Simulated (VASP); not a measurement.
Crystal: CoSn3.

```xyz
4
Lattice="4.3977 0.0000 0.0000 0.0000 4.3977 0.0000 0.0000 0.0000 4.3977" Properties=species:S:1:pos:R:3 pbc="T T T"
Sn    0.0000    2.1988    2.1988
Sn    2.1988    0.0000    2.1988
Sn    2.1988    2.1988    0.0000
Co    0.0000    0.0000    0.0000
```

Base run:

| Item | Value |
| --- | --- |
| Program | VASP 6.6.1 |
| Functional | PBEsol |
| Potentials or basis | VASP PAW PBE potentials, release 64 (Sn_d, Co) |
| Cutoff | 520 eV |
| k mesh | 10 × 10 × 10 |
| Occupations | gaussian, width 0.1 eV |
| Spin | no spin polarisation |

Its results: pressure -1.3 GPa.

**Question.** The run is repeated on the same cell with these changes: spin from no spin polarisation to collinear spin, ferromagnetic start; further incar settings from ALGO = Fast; EDIFF = 1e-06; NBANDS = 34 to ALGO = Normal; EDIFF = 1e-07; NBANDS = 38. What comes out?

**Answer.** Pressure -0.1 GPa; net moment 1.25 μB per cell; site moments Sn -0.00; Co +1.29 μB.

Caveats: the PAW data sets were made with another functional, which shifts forces and pressure a little.
